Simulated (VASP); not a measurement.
KNa:

```
K Na
1.0
     5.54363    0.00000    0.00000
     0.00000    3.66858    0.00000
     0.00000    0.00000    5.66009
K Na
2 2
Direct
  0.75000 0.00000 0.68700
  0.25000 0.00000 0.31300
  0.75000 0.50000 0.18800
  0.25000 0.50000 0.81200
```

```yaml
Program: VASP 6.6.1
Task: relaxation of cell and atoms
Functional: PBE
Potentials_or_basis: VASP PAW PBE potentials, release 64 (K_sv, Na_pv)
Cutoff: 600 eV
k_mesh: 4 × 6 × 4
Occupations: gaussian, width 0.1 eV
Spin: no spin polarisation
```

At the start: pressure 9.9 GPa; volume 28.78 Å³/atom.

Problem. Where does the relaxation end?

Solution. Over 9 steps the energy falls by 479.1 meV/atom and the volume is 53.77 Å³/atom (+86.8 %); space group Pmma (No. 51, to 0.1 Å) before and after.

Step by step:
| step | energy change (eV) | largest force (eV/Å) | pressure (GPa) | volume (Å³) |
| --- | --- | --- | --- | --- |
| 1 | 0.0000 | 0.2235 | 9.87 | 115.11 |
| 2 | -1.3001 | 0.1518 | 3.88 | 147.25 |
| 3 | -1.8299 | 0.1004 | 0.97 | 185.45 |
| 4 | -1.9020 | 0.0836 | 0.23 | 205.25 |
| 5 | -1.9083 | 0.0782 | 0.02 | 213.44 |
| 6 | -1.9081 | 0.0767 | -0.05 | 215.83 |
| 7 | -1.9093 | 0.0721 | -0.05 | 215.76 |
| 8 | -1.9124 | 0.0589 | -0.05 | 215.53 |
| 9 | -1.9164 | 0.0321 | -0.03 | 215.07 |

Final structure:
```
K Na
1.0
     6.74706    0.00000    0.00000
     0.00000    4.58615    0.00000
     0.00000    0.00000    6.95063
K Na
2 2
Direct
  0.75000 0.00000 0.69915
  0.25000 0.00000 0.30085
  0.75000 0.50000 0.17890
  0.25000 0.50000 0.82110
```

Caveat: the volume moved by over 15 % at a fixed basis, so the end points are rough.
